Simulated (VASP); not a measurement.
# Se (P4/mbm) in VASP: a series of runs

Runs on Se. Level: PBE. Tasks: single point, relaxation of cell and atoms.

Program: VASP 6.6.1. These are calculated values, not measurements. Logs are shortened: lines on timing, memory, paths and dates and some standing lists are left out, and cuts for length are marked.

## 1. The cell of the first run

The structure is tetragonal, space group P4/mbm (No. 127). Conventional cell: a = 6.528 Å, b = 6.528 Å, c = 2.394 Å, α = 90.00°, β = 90.00°, γ = 90.00°. Within 3.5 Å of Se (site symmetry m2m) lie 13 Se at 2.39 to 3.40 Å. Within 3.2 Å of Se (site symmetry 4/m) lie 6 Se at 2.39 to 2.40 Å.

The cell was generated, and may not be a known phase.

## 2. Single point, PBE

The input, INCAR:

```
SYSTEM = Se
PREC = Accurate
ENCUT = 520
EDIFF = 1E-6
ISMEAR = 0
SIGMA = 0.1
LREAL = .False.
LASPH = .True.
NELM = 80
ALGO = Normal
ISIF = 2
LWAVE = .False.
LCHARG = .False.
GGA = PE
NBANDS = 27
```

The input, KPOINTS:

```
regular mesh
0
Gamma
  4 4 8
  0 0 0
```

The input, POSCAR:

```
Se
1.0
    6.5276953700      0.0000000000      0.0000000000
    0.0000000000      6.5276953700      0.0000000000
    0.0000000000      0.0000000000      2.3936046700
Se
6
Direct
    0.1767953900      0.3232046100      0.0000000000
    0.3232046100      0.8232046100      0.0000000000
    0.8232046100      0.6767953900      0.0000000000
    0.6767953900      0.1767953900      0.0000000000
    0.0000000000      0.0000000000      0.0000000000
    0.5000000000      0.5000000000      0.0000000000
```

Potentials or basis: VASP PAW PBE potentials, release 64 (Se).

On the command line:

```console
cat potpaw_PBE.64/Se/POTCAR > POTCAR
mpirun -np 1 vasp_std > vasp.out
```

OUTCAR:

```text
SYSTEM = Se
   PREC = Accurate
   ENCUT = 520
   EDIFF = 1E-6
   ISMEAR = 0
   LREAL = .False.
   LASPH = .True.
   NELM = 80
   ISIF = 2
   GGA = PE

 ion  position               nearest neighbor table
   1  0.177  0.323  0.000-   5 2.40   6 2.40
   2  0.323  0.823  0.000-   5 2.40   6 2.40
   3  0.823  0.677  0.000-   5 2.40   6 2.40
   4  0.677  0.177  0.000-   5 2.40   6 2.40
   5  0.000  0.000  0.000-   1 2.40   2 2.40   3 2.40   4 2.40
   6  0.500  0.500  0.000-   1 2.40   2 2.40   3 2.40   4 2.40

  LATTYP: Found a simple tetragonal cell.
 ALAT       =     6.5276953700
 C/A-ratio  =     0.3666844934

  Lattice vectors:

 A1 = (   6.5276953700,   0.0000000000,   0.0000000000)
 A2 = (   0.0000000000,   6.5276953700,   0.0000000000)
 A3 = (   0.0000000000,   0.0000000000,   2.3936046700)

Analysis of symmetry for initial positions (statically):
=====================================================================
 Subroutine PRICEL returns:
 Original cell was already a primitive cell.

 Routine SETGRP: Setting up the symmetry group for a
 simple tetragonal supercell.

 Subroutine GETGRP returns: Found 16 space group operations
 (whereof  8 operations were pure point group operations)
 out of a pool of 16 trial point group operations.

The static configuration has the point symmetry C_4h.
 The point group associated with its full space group is D_4h.

Analysis of symmetry for dynamics (positions and initial velocities):
=====================================================================
 Subroutine PRICEL returns:
 Original cell was already a primitive cell.

 Routine SETGRP: Setting up the symmetry group for a
 simple tetragonal supercell.

 Subroutine GETGRP returns: Found 16 space group operations
 (whereof  8 operations were pure point group operations)
 out of a pool of 16 trial point group operations.

The dynamic configuration has the point symmetry C_4h.
 The point group associated with its full space group is D_4h.

 Subroutine INISYM returns: Found 16 space group operations
 (whereof  8 operations are pure point group operations),
 and found     1 'primitive' translations

----------------------------------------------------------------------------------------

                                     Primitive cell

  volume of cell :     101.9934

  direct lattice vectors                    reciprocal lattice vectors
     6.527695370  0.000000000  0.000000000     0.153193423  0.000000000  0.000000000
     0.000000000  6.527695370  0.000000000     0.000000000  0.153193423  0.000000000
     0.000000000  0.000000000  2.393604670     0.000000000  0.000000000  0.417779934

  length of vectors
     6.527695370  6.527695370  2.393604670     0.153193423  0.153193423  0.417779934

  position of ions in fractional coordinates (direct lattice)
     0.176795390  0.323204610  0.000000000
     0.323204610  0.823204610  0.000000000
     0.823204610  0.676795390  0.000000000
     0.676795390  0.176795390  0.000000000
     0.000000000  0.000000000  0.000000000
     0.500000000  0.500000000  0.000000000

  ion indices of the primitive-cell ions
   primitive index   ion index
                 1           1
                 2           2
                 3           3
                 4           4
                 5           5
                 6           6

----------------------------------------------------------------------------------------

 KPOINTS: regular mesh

Automatic generation of k-mesh.
 Grid dimensions read from file:
 generate k-points for:    4    4    8

 Generating k-lattice:

  Cartesian coordinates                     Fractional coordinates (reciprocal lattice)
     0.038298356  0.000000000  0.000000000     0.250000000  0.000000000  0.000000000
     0.000000000  0.038298356  0.000000000     0.000000000  0.250000000  0.000000000
     0.000000000  0.000000000  0.052222492     0.000000000  0.000000000  0.125000000

  Length of vectors
     0.038298356  0.038298356  0.052222492

  Shift w.r.t. Gamma in fractional coordinates (k-lattice)
     0.000000000  0.000000000  0.000000000

 Subroutine IBZKPT returns following result:
 ===========================================

 Found     30 irreducible k-points:

 Following reciprocal coordinates:
            Coordinates               Weight
  0.000000  0.000000  0.000000      1.000000
  0.250000  0.000000  0.000000      4.000000
  0.500000  0.000000  0.000000      2.000000
  0.250000  0.250000  0.000000      4.000000
  0.500000  0.250000  0.000000      4.000000
  0.500000  0.500000  0.000000      1.000000
[... 16 lines left out ...]
  0.500000  0.250000  0.375000      8.000000
  0.500000  0.500000  0.375000      2.000000
 [... further k-points ...]
   k-points           NKPTS =     30   k-points in BZ     NKDIM =     30   number of bands    NBANDS=     27
   number of dos      NEDOS =    301   number of ions     NIONS =      6
   total plane-waves  NPLWV =  45000
   dimension x,y,z NGX =    50 NGY =   50 NGZ =   18
   dimension x,y,z NGXF=   100 NGYF=  100 NGZF=   36
   ions per type =               6
   NGX,Y,Z   is equivalent  to a cutoff of  12.73, 12.73, 12.50 a.u.
   NGXF,Y,Z  is equivalent  to a cutoff of  25.47, 25.47, 25.00 a.u.
 SYSTEM =  Se
   PREC   = accura    normal or accurate (medium, high low for compatibility)
   ISTART =      0    job   : 0-new  1-cont  2-samecut
   ICHARG =      2    charge: 1-file 2-atom 10-const
   ISPIN  =      1    spin polarized calculation?
   LNONCOLLINEAR =      F non collinear calculations
   LSORBIT =      F    spin-orbit coupling
   LASPH  =      T    aspherical Exc in radial PAW
   ENCUT  =  520.0 eV  38.22 Ry    6.18 a.u.  12.14 12.14  4.45*2*pi/ulx,y,z
   NELM   =     80;   NELMIN=  2; NELMDL= -5     # of ELM steps
   EDIFF  = 0.1E-05   stopping-criterion for ELM
   LREAL  =      F    real-space projection
   EDIFFG = 0.1E-04   stopping-criterion for IOM
   NSW    =      0    number of steps for IOM
   IBRION =     -1    ionic relax: 0-MD 1-quasi-New 2-CG
   NFREE  =      0    steps in history (QN), initial steepest desc. (CG)
   ISIF   =      2    stress and relaxation
   ISYM   =      2    0-nonsym 1-usesym 2-fastsym
   POTIM  = 0.5000    time-step for ionic-motion
   TEBEG  =    0.0;   TEEND  =   0.0 temperature during run
   PSTRESS=    0.0 pullay stress
   NELECT =      36.0000    total number of electrons
   NUPDOWN=      -1.0000    fix difference up-down
   EMIN   =  10.00;   EMAX   =-10.00  energy-range for DOS
   EFERMI =   0.00;   METHOD = LEGACY
   ISMEAR =     0;   SIGMA  =   0.10  broadening in eV -4-tet -1-fermi 0-gaus
   EFERMI_NEDOS =   21; number of points for ismear=-14 and -15
   IALGO  =     38    algorithm
   IMIX   =      4    mixing-type and parameters
     AMIX     =   0.40;   BMIX     =  1.00
     AMIX_MAG =   1.60;   BMIX_MAG =  1.00
  volume/ion in A,a.u.               =      17.00       114.71
  Fermi-wavevector in a.u.,A,eV,Ry     =   1.156960  2.186337 18.212160  1.338556
  Thomas-Fermi vector in A             =   2.293575
   LORBIT       =      0    0 simple, 1 ext, 2 COOP (PROOUT), +10 PAW based schemes
   GGA     = PE    functional components
   LHFCALC =     F    Hartree Fock is set to
   AEXX    =    0.0000 exact exchange contribution
   IVDW    =     0    specifies the selected vdW correction
   LEPSILON=     F    determine dielectric tensor
   LRPA    =     F    only Hartree local field effects (RPA)
 non-spin polarized calculation
 Gauss-broadening in eV      SIGMA  =   0.10
  energy-cutoff  :      520.00
  volume of cell :      101.99
 maximum number of plane-waves:      2788
 NGX is ok and might be reduce to    50
   NGX = 25   NGY = 25   NGZ =  9

 number of electron      35.9999994 magnetization

 Free energy of the ion-electron system (eV)
  ---------------------------------------------------
  ext. energy  EPLUGINS =         0.00000000
  ---------------------------------------------------
  free energy    TOTEN  =       -13.63980383 eV

  energy without entropy =      -13.62159200  energy(sigma->0) =      -13.63069791

 E-fermi :   8.4372     XC(G=0): -11.1106

 val. band max:        8.4354493128   @ k =   0.2500   0.2500   0.5000
 cond. band min:       8.4434378791   @ k =   0.5000   0.0000   0.1250
 fundamental gap:      0.0079885663
 Fermi energy:         8.4371954039

 k-point     1 :       0.0000    0.0000    0.0000
  band No.  band energies     occupation
      1     -11.6963      2.00000
      2     -10.1387      2.00000
      3      -8.4893      2.00000
      4      -8.4893      2.00000
      5      -7.6924      2.00000
      6      -5.4813      2.00000
[... 19 lines left out ...]
     26      15.3410      0.00000
     27      16.2707      0.00000

 k-point     2 :       0.2500    0.0000    0.0000
  band No.  band energies     occupation
      1     -11.5493      2.00000
      2     -10.5332      2.00000
      3      -8.3910      2.00000
      4      -8.0397      2.00000
      5      -7.7668      2.00000
      6      -6.0195      2.00000
[... 19 lines left out ...]
     26      15.4122      0.00000
     27      15.7729      0.00000

 k-point     3 :       0.5000    0.0000    0.0000
  band No.  band energies     occupation
      1     -11.1303      2.00000
      2     -11.1303      2.00000
      3      -8.1406      2.00000
      4      -8.1406      2.00000
      5      -7.0051      2.00000
      6      -7.0051      2.00000
[... 594 lines left out ...]
      1      -7.8406      2.00000
      2      -7.8406      2.00000
      3      -5.2433      2.00000
      4      -5.2433      2.00000
      5      -3.1675      2.00000
      6      -3.1675      2.00000
[... 19 lines left out ...]
     26      13.4776      0.00000
     27      13.6418      0.00000

 k-point    24 :       0.5000    0.5000    0.3750
  band No.  band energies     occupation
      1      -7.7852      2.00000
      2      -7.7852      2.00000
      3      -5.5230      2.00000
      4      -5.5230      2.00000
      5      -2.7309      2.00000
      6      -2.7309      2.00000
[... 19 lines left out ...]
     26      13.9476      0.00000
     27      14.5846      0.00000

 [... further k-points ...]

------------------------ aborting loop because EDIFF is reached ----------------------------------------

  FORCE on cell =-STRESS in cart. coord.  units (eV):
  Direction    XX          YY          ZZ          XY          YZ          ZX
  --------------------------------------------------------------------------------------
  -------------------------------------------------------------------------------------
  Total       32.5795430     32.5795430     37.7479462      0.0000000      0.0000000      0.0000000
  in kB      511.7800942    511.7800942    592.9686442      0.0000000      0.0000000      0.0000000
  external PRESSURE =     538.8429442 kB  Pullay stress =       0.0000000 kB

 VOLUME and BASIS-vectors are now :
 -----------------------------------------------------------------------------
  energy-cutoff  :      520.00
  volume of cell :      101.99
      direct lattice vectors                 reciprocal lattice vectors
     6.527695370  0.000000000  0.000000000     0.153193423  0.000000000  0.000000000
     0.000000000  6.527695370  0.000000000     0.000000000  0.153193423  0.000000000
     0.000000000  0.000000000  2.393604670     0.000000000  0.000000000  0.417779934

 POSITION                                       TOTAL-FORCE (eV/Angst)
 -----------------------------------------------------------------------------------
      1.15407      2.10978      0.00000        -0.822871      0.822871      0.000000
      2.10978      5.37363      0.00000         0.822871      0.822871      0.000000
      5.37363      4.41791      0.00000         0.822871     -0.822871     -0.000000
      4.41791      1.15407      0.00000        -0.822871     -0.822871      0.000000
      0.00000      0.00000      0.00000         0.000000     -0.000000      0.000000
      3.26385      3.26385      0.00000         0.000000     -0.000000      0.000000
 -----------------------------------------------------------------------------------
    total drift:                               -0.000000     -0.000000      0.000000

  FREE ENERGIE OF THE ION-ELECTRON SYSTEM (eV)
  ---------------------------------------------------
  free  energy   TOTEN  =       -13.6398038258 eV

  energy  without entropy=      -13.6215920035  energy(sigma->0) =      -13.63069791
```

Wall time 48 s (1 thread of AMD EPYC 9R45 (Zen 5), shared host); peak memory 0.19 GiB.

Results:

- Free energy: -13.6398 eV
- Pressure: 53.9 GPa
- Largest force: 1.164 eV/Å
- Band gap on the k mesh: zero (bands 18 and 19 overlap by 4.41 eV)

Forces on the atoms (eV/Å):
```
Se  -0.823  0.823  0.000
Se   0.823  0.823  0.000
Se   0.823 -0.823  0.000
Se  -0.823 -0.823  0.000
Se   0.000  0.000  0.000
Se   0.000  0.000  0.000
```

Caveat: the stress differs along the axes, from 51 to 59 GPa; forces of over 1 eV/Å act on the atoms, so gaps and moduli don't describe the material at rest.

(Continued in part 2 of 2.)

The gap in the log of VASP goes by the Fermi energy; the results here count the filled bands.